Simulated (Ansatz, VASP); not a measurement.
**Two plane-wave programs on Lu**

The input INCAR:

```
ALGO = Normal
EDIFF = 1E-6
ENCUT = 520
GGA = CA
ISIF = 2
ISMEAR = 0
LASPH = T
LCHARG = F
LREAL = F
LWAVE = F
NBANDS = 32
NELM = 60
PREC = Accurate
SIGMA = 0.6
```

KPOINTS

```
k-points
0
Gamma
  11 11 6
```

Contents of POSCAR:

```
Lu
1.0
    3.3823924653      0.0000000000      0.0000000000
   -1.6911962327      2.9292378005      0.0000000000
    0.0000000000      0.0000000000      5.2524129119
Lu
2
Direct
    0.3333333333      0.6666666667      0.2500000000
    0.6666666667      0.3333333333      0.7500000000
```

Input for Ansatz:

```yaml
crystal:
  lattice:
    - [3.3823924653, 0.0, 0.0]
    - [-1.6911962327, 2.9292378005, 0.0]
    - [0.0, 0.0, 5.2524129119]
  atoms:
    - { symbol: Lu, position: [0.3333333333, 0.6666666667, 0.25] }
    - { symbol: Lu, position: [0.6666666667, 0.3333333333, 0.75] }
hamiltonian:
  xc: lda
  pseudopotentials:
    kind: paw
    azcp:
      Lu: "pseudopotentials/Lu.paw.azcp"
basis:
  ecutwfc: 420
  fft_grid_basis: typed
kpoints:
  mp_grid: { grid: [11, 11, 6], shift: [0, 0, 0] }
magnetization:
  spin_polarized: false
scf:
  occupations: { method: gaussian, width: 0.6 }
  lower_state_search: "off"
output:
  stress: true
```

Alike in both runs: task single point; functional LDA; k mesh 11 × 11 × 6; occupations gaussian, width 0.6 eV; no spin polarisation.

```csv
,VASP,Ansatz
version,VASP 6.6.1,Ansatz 0.2.0
potentials or method,"VASP PAW PBE potentials, release 64 (Lu), cutoff 520 eV","plane waves (420 eV) with PAW, scalar-relativistic"
valence electrons in the cell,50,50
```

```csv
,VASP,Ansatz,Ansatz less VASP
pressure (GPa),0.7,0.5,-0.27
"traceless stress, the component that is largest in VASP (GPa)",0.69,0.67,-0.025
```

VASP's potentials were made for PBE, not for LDA, and Ansatz warns of the same on its side. LDA's correlation is that of Perdew and Zunger in VASP and of Perdew and Wang (1992) in Ansatz.

Spin-orbit coupling is off throughout.
